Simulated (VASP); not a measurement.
# Pd (Fm-3m) in VASP: notebook, part 2 of 2

VASP 6.6.1. Earlier steps stand in the parts before.

## Step 3: Relaxation of volume and atoms at fixed shape, LDA

This run uses another cell than the first one, of 14.75 Å³/atom, 1.040 times its volume.

File INCAR:

```
ALGO = Normal
EDIFF = 1E-7
EDIFFG = -0.01
ENCUT = 600
IBRION = 2
ISIF = 8
ISMEAR = -1
LASPH = T
LCHARG = F
LREAL = F
LWAVE = F
NELM = 60
NSW = 80
PREC = Accurate
SIGMA = 0.05
```

File KPOINTS:

```
k-points
0
Gamma
  11 11 11
```

File POSCAR:

```
Pd
1.0
    0.0000000000      1.9465000000      1.9465000000
    1.9465000000      0.0000000000      1.9465000000
    1.9465000000      1.9465000000      0.0000000000
Pd
1
Direct
    0.0000000000      0.0000000000      0.0000000000
```

Potentials or basis: VASP PAW LDA potentials, release 64 (Pd).

Run with:

```sh
$ cat potpaw_LDA.64/Pd/POTCAR > POTCAR
$ mpirun -np 1 vasp_std > vasp.out
```

OUTCAR:

```text
EDIFF = 1E-7
   EDIFFG = -0.01
   ENCUT = 600
   IBRION = 2
   ISIF = 8
   ISMEAR = -1
   LASPH = T
   LREAL = F
   NELM = 60
   NSW = 80
   PREC = Accurate

 ion  position               nearest neighbor table
   1  0.000  0.000  0.000-

  LATTYP: Found a face centered cubic cell.
 ALAT       =     3.8930000000

  Lattice vectors:

 A1 = (   0.0000000000,   1.9465000000,   1.9465000000)
 A2 = (   1.9465000000,   0.0000000000,   1.9465000000)
 A3 = (   1.9465000000,   1.9465000000,   0.0000000000)

Analysis of symmetry for initial positions (statically):
=====================================================================
 Subroutine PRICEL returns:
 Original cell was already a primitive cell.

 Routine SETGRP: Setting up the symmetry group for a
 face centered cubic supercell.

 Subroutine GETGRP returns: Found 48 space group operations
 (whereof 48 operations were pure point group operations)
 out of a pool of 48 trial point group operations.

The static configuration has the point symmetry O_h .

Analysis of symmetry for dynamics (positions and initial velocities):
=====================================================================
 Subroutine PRICEL returns:
 Original cell was already a primitive cell.

 Routine SETGRP: Setting up the symmetry group for a
 face centered cubic supercell.

 Subroutine GETGRP returns: Found 48 space group operations
 (whereof 48 operations were pure point group operations)
 out of a pool of 48 trial point group operations.

[... 139 lines left out ...]
 number of electron      10.0000000 magnetization

 number of electron       9.9999999 magnetization

 Free energy of the ion-electron system (eV)
  ---------------------------------------------------
  ext. energy  EPLUGINS =         0.00000000
  ---------------------------------------------------
  free energy    TOTEN  =        -6.47393876 eV

  energy without entropy =       -6.45254031  energy(sigma->0) =       -6.46323954

 E-fermi :   9.6231     XC(G=0): -13.5158

 val. band max:        9.6000392849   @ k =  -0.4545   0.3636   0.0909
 cond. band min:       9.6329872103   @ k =   0.4545   0.1818   0.0000
 fundamental gap:      0.0329479254
 Fermi energy:         9.6231223691

 k-point     1 :       0.0000    0.0000    0.0000
  band No.  band energies     occupation
      1       2.3542      2.00000
      2       6.7303      2.00000
      3       6.7303      2.00000
      4       6.7303      2.00000
      5       8.3756      2.00000
      6       8.3756      2.00000
      7      26.7244      0.00000
      8      31.4408      0.00000
      9      31.4408      0.00000
[... 380 lines left out ...]
--------------------------------------- Ionic step        4  -------------------------------------------

 number of electron      10.0000002 magnetization

 Free energy of the ion-electron system (eV)
  ---------------------------------------------------
  ext. energy  EPLUGINS =         0.00000000
  ---------------------------------------------------
  free energy    TOTEN  =        -6.48795077 eV

  energy without entropy =       -6.46721902  energy(sigma->0) =       -6.47758490

 E-fermi :  10.2957     XC(G=0): -13.7504

 val. band max:       10.2750544872   @ k =  -0.4545   0.3636   0.0909
 cond. band min:      10.3114993200   @ k =   0.4545   0.1818   0.0000
 fundamental gap:      0.0364448327
 Fermi energy:        10.2956965051

 k-point     1 :       0.0000    0.0000    0.0000
  band No.  band energies     occupation
      1       2.7225      2.00000
      2       7.2203      2.00000
      3       7.2203      2.00000
      4       7.2203      2.00000
      5       8.9708      2.00000
      6       8.9708      2.00000
      7      27.3992      0.00000
      8      32.3378      0.00000
      9      32.3378      0.00000
[... 304 lines left out ...]
  FREE ENERGIE OF THE ION-ELECTRON SYSTEM (eV)
  ---------------------------------------------------
  free  energy   TOTEN  =        -6.4879507697 eV

  energy  without entropy=       -6.4672190222  energy(sigma->0) =       -6.47758490

 reached required accuracy - stopping structural energy minimisation
```

OSZICAR:

```text
N       E                     dE             d eps       ncg     rms          rms(c)
DAV:   1     0.407179232506E+02    0.40718E+02   -0.58045E+03  1024   0.117E+03
DAV:   2    -0.641874143285E+01   -0.47137E+02   -0.45717E+02  1078   0.205E+02
[... 29 lines left out ...]
   3 F= -.64879445E+01 E0= -.64775726E+01  d E =-.140057E-01
       N       E                     dE             d eps       ncg     rms          rms(c)
DAV:   1    -0.648802197062E+01   -0.77504E-04   -0.14020E-03  1024   0.431E-01    0.586E-02
DAV:   2    -0.648795103763E+01    0.70933E-04   -0.35175E-04  1017   0.176E-01    0.146E-02
DAV:   3    -0.648795071316E+01    0.32448E-06   -0.14332E-06  1169   0.998E-03    0.874E-03
DAV:   4    -0.648795076971E+01   -0.56550E-07   -0.81362E-07  1119   0.736E-03
   4 F= -.64879508E+01 E0= -.64775849E+01  d E =-.140120E-01
```

CONTCAR:

```text
Pd
   1.00000000000000
     0.0000000000000000    1.9218703269692623    1.9218703269692623
     1.9218703269692623    0.0000000000000000    1.9218703269692623
     1.9218703269692623    1.9218703269692623    0.0000000000000000
  Pd
     1
Direct
     0.0000000000000000    0.0000000000000000    1.0000000000000000

  0.00000000E+00  0.00000000E+00  0.00000000E+00
```

Run time: 8 s. Hardware: 1 thread of Intel Xeon 6975P-C (Granite Rapids), shared host; peak memory 0.14 GiB.

Results:

```
Free energy                            : -6.4880 eV
Relaxed volume                         : 14.20 Å³/atom
Relaxed cell                           : a = 2.718 Å, b = 2.718 Å, c = 2.718 Å, α = 60.00°, β = 60.00°, γ = 60.00°
Space group after relaxing (to 0.05 Å) : Fm-3m (No. 225)
Energy gained by relaxing              : 14.0 meV/atom
Ionic steps                            : 4
Pressure after relaxing                : 0.0 GPa
Band gap on the k mesh                 : zero (band 5 reaches 10.53 eV, above the bottom of band 6 at 8.91 eV)
```

The path:
```
step  energy change (eV)  largest force (eV/Å)  pressure (GPa)  volume (Å³)
   1              0.0000                0.0000           -7.79        14.75
   2              0.0350                0.0000           18.22        13.27
   3             -0.0140                0.0000           -0.18        14.21
   4             -0.0140                0.0000           -0.02        14.20
```

Final structure:
```
Pd
1.0
     0.00000    1.92187    1.92187
     1.92187    0.00000    1.92187
     1.92187    1.92187    0.00000
Pd
1
Direct
  0.00000 0.00000 0.00000
```

Levels at points of the mesh, in eV from the Fermi level:
```csv
k point,band 3,band 4,band 5,band 6,band 7,band 8
"(0.00, 0.00, 0.00)",-3.08,-3.08,-1.32,-1.32,17.10,22.04
```

LDA usually gives volumes a few per cent too small. Zero-point motion and thermal expansion aren't in these numbers.
